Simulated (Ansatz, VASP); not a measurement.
**Two plane-wave programs on CdTe**

```
Cd Te
1.0
     4.23787    0.00000    0.00000
     0.00000    4.23787    0.00000
     0.00000    0.00000    3.56163
Cd Te
1 1
Direct
  0.50000 0.50000 0.50000
  0.00000 0.00000 0.50000
```

Alike in both runs: functional PBE; k mesh 5 × 5 × 5; occupations gaussian, width 0.2 eV; no spin polarisation.

Ansatz relaxed the structure, and its values are those at the end. VASP's run is a single point on that final structure, the one shown.

|  | VASP | Ansatz |
| --- | --- | --- |
| version | VASP 6.6.1 | Ansatz 0.2.0 |
| potentials or method | VASP PAW PBE potentials, release 64 (Cd, Te), cutoff 500 eV | scalar-relativistic, plane waves, PAW |
| valence electrons in the cell | 18 | 36 |

```tsv
	VASP	Ansatz	Ansatz less VASP
gap on the k mesh at the Fermi level (eV)	none	none	-
pressure (GPa)	0.0	-0.1	-0.12
```

A gap of «none» marks a metal or a gap that the smearing closes. With one functional, cell and mesh, what is left measures potentials, basis and numerics. VASP's potentials hold 18 valence electrons a cell and Ansatz's 36, so a difference there can come from the potentials and not from the codes.

Spin-orbit coupling is off throughout.
